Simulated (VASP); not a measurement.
Al: single point with LDA

The system is Al.

```xyz
1
Lattice="0.0000 2.0240 2.0240 2.0240 0.0000 2.0240 2.0240 2.0240 0.0000" Properties=species:S:1:pos:R:3 pbc="T T T"
Al    0.0000    0.0000    0.0000
```

| Item | Value |
| --- | --- |
| Program | VASP 6.6.1 |
| Task | single point |
| Functional | LDA |
| Potentials or basis | VASP PAW LDA potentials, release 64 (Al) |
| Cutoff | 520 eV |
| k mesh | 20 × 20 × 20 |
| Occupations | gaussian, width 0.15 eV |
| Spin | no spin polarisation |

```json
{
  "Pressure": "-3.5 GPa"
}
```

Levels at points of the mesh, in eV from the Fermi level:
| k point | band 1 | band 2 | band 3 | band 4 | band 5 | band 6 |
| --- | --- | --- | --- | --- | --- | --- |
| (0.00, 0.00, 0.00) | -11.11 | 12.50 | 12.50 | 12.50 | 13.79 | 13.79 |
| (0.50, 0.00, 0.00) | -4.57 | -4.43 | 11.14 | 11.14 | 11.38 | 11.38 |
| (0.50, 0.50, 0.00) | -2.92 | -1.65 | 5.26 | 5.47 | 5.47 | 8.87 |

Run time: 26 s on 1 thread of Intel Xeon 8259CL (shared host), peak memory 0.14 GiB.
